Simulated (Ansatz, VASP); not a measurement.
## Two plane-wave programs on C

INCAR

```
SYSTEM = C
PREC = Accurate
ENCUT = 520
EDIFF = 1E-8
ISMEAR = -1
SIGMA = 0.03
LREAL = .FALSE.
LASPH = .TRUE.
NELM = 60
ALGO = Normal
ISIF = 2
LWAVE = .FALSE.
LCHARG = .FALSE.
GGA = PE
LEFG = .TRUE.
NBANDS = 11
```

Contents of KPOINTS:

```
Automatic mesh
0
G
  16 16 16
  0 0 0
```

The input POSCAR:

```
C
1.0
   -0.0267510000      1.7834000000      1.7834000000
    1.7834000000     -0.0267510000      1.7834000000
    1.7566490000      1.7566490000      0.0000000000
C
2
Direct
    0.5000000000      0.5000000000      0.5000000000
    0.7500000000      0.7500000000      0.7500000000
```

Input for Ansatz:

```yaml
crystal:
  lattice:
    - [-0.026751, 1.7834, 1.7834]
    - [1.7834, -0.026751, 1.7834]
    - [1.756649, 1.756649, 0.0]
  atoms:
    - { symbol: C, position: [0.5, 0.5, 0.5] }
    - { symbol: C, position: [0.75, 0.75, 0.75] }
kpoints:
  mp_grid: { grid: [16, 16, 16] }
scf:
  occupations: { method: fermi_dirac, width: 0.03 }
hamiltonian:
  xc: pbe
  pseudopotentials: { kind: paw }
output:
  forces: true
  stress: true
  eigenvalues: true
  efg: { contact_densities: true }
```

Change from the starting cell: xy shear strain of -3 %, PAW files.

Alike in both runs: task electric field gradients; functional PBE; k mesh 16 × 16 × 16; occupations fermi-dirac, width 0.03 eV; no spin polarisation.

```csv
,VASP,Ansatz
version,VASP 6.6.1,Ansatz 0.2.0
potentials or method,"VASP PAW PBE potentials, release 64 (C)","PAW with Ansatz's default frozen-core files, scalar-relativistic"
plane-wave cutoff (eV),520,420
valence electrons in the cell,8,8
```

Ansatz gave:

- gap on the k mesh at the Fermi level (eV): 4.03
- pressure (GPa): 2.2
- traceless stress, the component that is largest in VASP (GPa): 17.00
- rms of the force components (eV/Å): 0.051
- size of Vzz on the site where it differs most (V/Å²): 3.1

Task: What did VASP give for the same quantities?

Result: gap on the k mesh at the Fermi level (eV): 4.02; pressure (GPa): 2.9; traceless stress, the component that is largest in VASP (GPa): 17.11; rms of the force components (eV/Å): 0.056; size of Vzz on the site where it differs most (V/Å²): 3.4.

Atom by atom the forces differ by 0.005 eV/Å (rms over components).
